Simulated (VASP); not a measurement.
A run of VASP 6.6.1 is set up as follows.

Contents of INCAR:

```
SYSTEM = Al
PREC = Accurate
ENCUT = 520
EDIFF = 1E-6
ISMEAR = 0
SIGMA = 0.15
LREAL = .False.
LASPH = .True.
NELM = 60
ALGO = Fast
ISIF = 2
LWAVE = .False.
LCHARG = .False.
NBANDS = 10
```

KPOINTS

```
regular mesh
0
Gamma
  18 18 10
  0 0 0
```

File POSCAR:

```
Al
1.0
    2.9496000000      0.0000000000      0.0000000000
   -1.4748000000      2.5544285310      0.0000000000
    0.0000000000      0.0000000000      4.5925000000
Al
2
Direct
    0.6666666667      0.3333333333      0.7500000000
    0.3333333333      0.6666666667      0.2500000000
```

Potentials or basis: VASP PAW LDA potentials, release 64 (Al).

The run is started by

```bash
$ cat potpaw_LDA.64/Al/POTCAR > POTCAR
$ mpirun -np 1 vasp_std > vasp.out
```

Estimate the band gap on the k mesh.

zero (band 3 reaches 12.04 eV, above the bottom of band 4 at 4.07 eV).

Predict the pressure.

-5.2 GPa.

Stress tensor (GPa, compression positive):
```
-6.11  0.00  0.00
 0.00 -6.11  0.00
 0.00  0.00 -3.43
```
